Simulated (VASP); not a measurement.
# HfO2 (R-3m) in VASP: notebook, part 2 of 2

VASP 6.6.1. Earlier steps stand in the parts before.

### Step 3. Single point, PBE

This run uses another cell than the first one, of 11.04 Å³/atom, 1.027 times its volume.

File INCAR:

```
ALGO = Normal
EDIFF = 1E-6
ENCUT = 520
GGA = PE
ISIF = 2
ISMEAR = 0
LASPH = T
LCHARG = F
LREAL = F
LWAVE = F
NBANDS = 18
NELM = 80
PREC = Accurate
SIGMA = 0.05
```

File KPOINTS:

```
k-points
0
Gamma
  8 8 8
```

File POSCAR:

```
HfO2
1.0
    0.0687435254      2.5837505512      2.5837505512
    2.5837505512      0.0687435254      2.5837505512
    2.5837505512      2.5837505512      0.0687435254
Hf O
1 2
Direct
    0.0000000000      0.0000000000      0.0000000000
    0.2500000000      0.2500000000      0.2500000000
    0.7500000000      0.7500000000      0.7500000000
```

Potentials or basis: VASP PAW PBE potentials, release 64 (Hf_pv, O).

Command:

```sh
$ cat potpaw_PBE.64/Hf_pv/POTCAR potpaw_PBE.64/O/POTCAR > POTCAR
$ mpirun -np 1 vasp_std > vasp.out
```

OUTCAR:

```text
EDIFF = 1E-6
   ENCUT = 520
   GGA = PE
   ISIF = 2
   ISMEAR = 0
   LASPH = T
   LREAL = F
   NELM = 80
   PREC = Accurate

 ion  position               nearest neighbor table
   1  0.000  0.000  0.000-   3 2.19   3 2.19   3 2.19   2 2.19   2 2.19   2 2.19   3 2.27   2 2.27

   2  0.250  0.250  0.250-   1 2.19   1 2.19   1 2.19   1 2.27
   3  0.750  0.750  0.750-   1 2.19   1 2.19   1 2.19   1 2.27

  LATTYP: Found a trigonal (rhomboedric) cell.
 ALAT       =     3.6546216622
 COS(alpha) =     0.5264197777

  Lattice vectors:

 A1 = (   0.0687435254,   2.5837505512,   2.5837505512)
 A2 = (   2.5837505512,   0.0687435254,   2.5837505512)
 A3 = (   2.5837505512,   2.5837505512,   0.0687435254)

Analysis of symmetry for initial positions (statically):
=====================================================================
 Subroutine PRICEL returns:
 Original cell was already a primitive cell.

 Routine SETGRP: Setting up the symmetry group for a
 trigonal (rhombohedral) supercell.

 Subroutine GETGRP returns: Found 12 space group operations
 (whereof 12 operations were pure point group operations)
 out of a pool of 12 trial point group operations.

The static configuration has the point symmetry D_3d.

Analysis of symmetry for dynamics (positions and initial velocities):
=====================================================================
 Subroutine PRICEL returns:
 Original cell was already a primitive cell.

 Routine SETGRP: Setting up the symmetry group for a
 trigonal (rhombohedral) supercell.

 Subroutine GETGRP returns: Found 12 space group operations
 (whereof 12 operations were pure point group operations)
 out of a pool of 12 trial point group operations.

The dynamic configuration has the point symmetry D_3d.

 Subroutine INISYM returns: Found 12 space group operations
 (whereof 12 operations are pure point group operations),
 and found     1 'primitive' translations

[... 117 lines left out ...]
  volume/ion in A,a.u.               =      11.04        74.50
  Fermi-wavevector in a.u.,A,eV,Ry     =   1.428399  2.699283 27.760299  2.040324
  Thomas-Fermi vector in A             =   2.548465
   LORBIT       =      0    0 simple, 1 ext, 2 COOP (PROOUT), +10 PAW based schemes
   GGA     = PE    functional components
   LHFCALC =     F    Hartree Fock is set to
   AEXX    =    0.0000 exact exchange contribution
   IVDW    =     0    specifies the selected vdW correction
   LEPSILON=     F    determine dielectric tensor
   LRPA    =     F    only Hartree local field effects (RPA)
 non-spin polarized calculation
 Gauss-broadening in eV      SIGMA  =   0.05
  energy-cutoff  :      520.00
  volume of cell :       33.12
 maximum number of plane-waves:       911
   NGX = 13   NGY = 13   NGZ = 13

 number of electron      21.9999993 magnetization

 Free energy of the ion-electron system (eV)
  ---------------------------------------------------
  ext. energy  EPLUGINS =         0.00000000
  ---------------------------------------------------
  free energy    TOTEN  =       -30.22628514 eV

  energy without entropy =      -30.22628514  energy(sigma->0) =      -30.22628514

 E-fermi :   4.4077     XC(G=0): -11.7502

 val. band max:        4.1278407787   @ k =   0.5000   0.5000  -0.0000
 cond. band min:       7.9007228579   @ k =   0.5000   0.5000  -0.0000
 fundamental gap:      3.7728820792
 Fermi energy:         4.4076698556

 k-point     1 :       0.0000    0.0000    0.0000
  band No.  band energies     occupation
      1     -25.6440      2.00000
      2     -25.6127      2.00000
      3     -25.6127      2.00000
      4     -14.4971      2.00000
      5     -11.5440      2.00000
      6      -1.1588      2.00000
[... 481 lines left out ...]
      5     -12.1998      2.00000
      6      -0.7015      2.00000
[... 10 lines left out ...]
     17      13.8806      0.00000
     18      16.8245      0.00000

 [... further k-points ...]

------------------------ aborting loop because EDIFF is reached ----------------------------------------

  FORCE on cell =-STRESS in cart. coord.  units (eV):
  Direction    XX          YY          ZZ          XY          YZ          ZX
  --------------------------------------------------------------------------------------
  -------------------------------------------------------------------------------------
  Total       -0.6614263     -0.6614263     -0.6614263     -0.4025416     -0.4025416     -0.4025416
  in kB      -31.9958540    -31.9958540    -31.9958540    -19.4725605    -19.4725605    -19.4725605
  external PRESSURE =     -31.9958540 kB  Pullay stress =       0.0000000 kB

 VOLUME and BASIS-vectors are now :
 -----------------------------------------------------------------------------
  energy-cutoff  :      520.00
  volume of cell :       33.12
      direct lattice vectors                 reciprocal lattice vectors
     0.068743525  2.583750551  2.583750551    -0.201416615  0.196196589  0.196196589
     2.583750551  0.068743525  2.583750551     0.196196589 -0.201416615  0.196196589
     2.583750551  2.583750551  0.068743525     0.196196589  0.196196589 -0.201416615

 POSITION                                       TOTAL-FORCE (eV/Angst)
 -----------------------------------------------------------------------------------
      0.00000      0.00000      0.00000         0.000000      0.000000      0.000000
      1.30906      1.30906      1.30906        -0.134171     -0.134171     -0.134171
      3.92718      3.92718      3.92718         0.134171      0.134171      0.134171
 -----------------------------------------------------------------------------------
    total drift:                                0.000000      0.000000      0.000000

  FREE ENERGIE OF THE ION-ELECTRON SYSTEM (eV)
  ---------------------------------------------------
  free  energy   TOTEN  =       -30.2262851398 eV

  energy  without entropy=      -30.2262851398  energy(sigma->0) =      -30.22628514
```

OSZICAR:

```text
N       E                     dE             d eps       ncg     rms          rms(c)
DAV:   1     0.909642566248E+02    0.90964E+02   -0.12530E+04  2340   0.120E+03
DAV:   2    -0.320799929086E+02   -0.12304E+03   -0.11910E+03  2996   0.288E+02
DAV:   3    -0.360097524351E+02   -0.39298E+01   -0.39157E+01  2712   0.458E+01
DAV:   4    -0.360319095633E+02   -0.22157E-01   -0.22152E-01  2850   0.385E+00
DAV:   5    -0.360320520090E+02   -0.14245E-03   -0.14244E-03  2646   0.287E-01    0.466E+01
DAV:   6    -0.303666278148E+02    0.56654E+01   -0.20431E+01  2382   0.322E+01    0.407E+01
DAV:   7    -0.302662703387E+02    0.10036E+00   -0.68546E-01  2648   0.677E+00    0.288E+01
DAV:   8    -0.302506513863E+02    0.15619E-01   -0.31946E-01  2526   0.514E+00    0.994E+00
DAV:   9    -0.302259748042E+02    0.24677E-01   -0.72800E-02  2460   0.229E+00    0.270E+00
DAV:  10    -0.302262288982E+02   -0.25409E-03   -0.33778E-03  2650   0.444E-01    0.182E-01
DAV:  11    -0.302262696101E+02   -0.40712E-04   -0.17917E-04  2800   0.114E-01    0.206E-01
DAV:  12    -0.302262841823E+02   -0.14572E-04   -0.37941E-05  2566   0.411E-02    0.103E-02
DAV:  13    -0.302262851398E+02   -0.95756E-06   -0.14338E-06  2510   0.893E-03
   1 F= -.30226285E+02 E0= -.30226285E+02  d E =-.412472E-17
```

It took 22 s on 1 thread of Intel Xeon Platinum 8488C (Sapphire Rapids), shared host; peak memory 0.18 GiB.

What came out:

```yaml
Free_energy: -30.2263 eV
Pressure: -3.2 GPa
Largest_force: 0.232 eV/Å
Band_gap_on_the_k_mesh: 3.77 eV, direct
```

Forces in eV/Å, atoms in the order of the input:
```
Hf   0.000  0.000  0.000
O   -0.134 -0.134 -0.134
O    0.134  0.134  0.134
```

Caveat: spin-orbit coupling is left out, which moves the levels of the heavy elements.
